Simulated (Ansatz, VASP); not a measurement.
## Two plane-wave programs on Be16N

```xyz
17
Lattice="-2.2900 -3.9664 0.0000 3.4350 -1.9832 0.0000 0.0000 0.0000 7.1769" Properties=species:S:1:pos:R:3 pbc="T T T"
Be    0.1226   -4.0341    0.0648
Be    0.0024   -2.6621    1.8304
Be   -0.0062   -3.9600    3.5433
Be   -0.0294   -2.6858    5.3343
Be   -1.1600   -2.0329    0.0558
Be    2.3019   -2.6482    1.8470
Be   -1.1556   -1.9935    3.5599
Be    2.3333   -2.6663    5.2816
Be    1.1107   -1.9605    0.1090
Be    1.1641   -0.6498    1.8303
Be    1.1415   -1.9784    3.5432
Be    1.1689   -0.6105    5.3345
Be    0.0379    0.0424    0.0558
Be    1.1598   -4.6330    1.8469
Be    0.0060    0.0188    3.5600
Be    1.0312   -4.5588    5.3255
N     0.0046   -1.3218    6.2836
```

Alike in both runs: functional PBE; k mesh 5 × 6 × 4; occupations fermi-dirac, width 0.1 eV; no spin polarisation.

Ansatz relaxed the structure, and its values are those at the end. VASP's run is a single point on that final structure, the one shown.

|  | VASP | Ansatz |
| --- | --- | --- |
| version | VASP 6.6.1 | Ansatz 0.2.0 |
| potentials or method | VASP PAW PBE potentials, release 64 (Be, N), cutoff 520 eV | scalar-relativistic, plane waves, PAW |
| valence electrons in the cell | 37 | 37 |

Ansatz gave:

```
rms of the force components (eV/Å) : 0.003
```

**Question.** Estimate VASP's values.

**Answer.** rms of the force components (eV/Å): 0.009.
